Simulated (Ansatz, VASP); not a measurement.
## Two plane-wave programs on Ge

```
CELL_PARAMETERS angstrom
0.00000 2.90881 2.90881
2.90881 0.00000 2.90881
2.90881 2.90881 0.00000
ATOMIC_POSITIONS crystal
Ge 0.50987 0.49013 0.49013
Ge 0.74013 0.75987 0.75987
```

Change from the starting cell: mode 4 frozen in at -0.056 Å, equal normal strain along x, y and z +0.0250.

Alike in both runs: task single point; functional PBEsol; k mesh 14 × 14 × 14; occupations gaussian, width 0.15 eV; no spin polarisation.

|  | VASP | Ansatz |
| --- | --- | --- |
| version | VASP 6.6.1 | Ansatz 0.2.0 |
| potentials or method | VASP PAW PBE potentials, release 64 (Ge_d), cutoff 520 eV | scalar-relativistic, plane waves, PAW |
| valence electrons in the cell | 28 | 28 |

|  | VASP | Ansatz | Ansatz less VASP |
| --- | --- | --- | --- |
| gap on the k mesh at the Fermi level (eV) | none | none | - |
| pressure (GPa) | -3.8 | -3.8 | +0.06 |
| traceless stress, the component that is largest in VASP (GPa) | -2.26 | -2.28 | -0.018 |
| rms of the force components (eV/Å) | 0.592 | 0.592 | +0.0004 |

VASP's potentials were made for PBE, not for PBEsol, and Ansatz warns of the same on its side. Atom by atom the forces differ by 0.000 eV/Å (rms over components). A gap of «none» marks a metal or a gap that the smearing closes. With one functional, cell and mesh, what is left measures potentials, basis and numerics.
